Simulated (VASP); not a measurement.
A run of VASP 6.6.1 is set up as follows.

INCAR

```
PREC = Accurate ; ENCUT = 520
EDIFF = 1E-6 ; ISMEAR = 0
SIGMA = 0.1 ; LREAL = F
LASPH = T ; NELM = 60
ALGO = Normal ; ISIF = 2
LWAVE = F ; LCHARG = T
GGA = PE ; IVDW = 12
LELF = T ; LVHAR = T
NBANDS = 19
```

The input KPOINTS:

```
regular mesh
0
Gamma
  12 12 8
```

File POSCAR:

```
TiTe2
1.0
    3.7770000000      0.0000000000      0.0000000000
   -1.8885000000      3.2709779501      0.0000000000
    0.0000000000      0.0000000000      6.4980000000
Ti Te
1 2
Direct
    0.0000000000      0.0000000000      0.0000000000
    0.6666666667      0.3333333333      0.2634040496
    0.3333333333      0.6666666667      0.7365959504
```

Potentials or basis: VASP PAW PBE potentials, release 64 (Ti_sv, Te).

Launch:

```bash
$ cat potpaw_PBE.64/Ti_sv/POTCAR potpaw_PBE.64/Te/POTCAR > POTCAR
$ mpirun -np 1 vasp_std > vasp.out
```

**Question.** Predict the largest force.

**Answer.** 0.010 eV/Å.

**Question.** Estimate the dispersion energy per atom.

**Answer.** -0.492 eV.

Stress tensor (GPa, compression positive):
```
-2.48  0.00  0.00
 0.00 -2.48  0.00
 0.00  0.00 -1.57
```
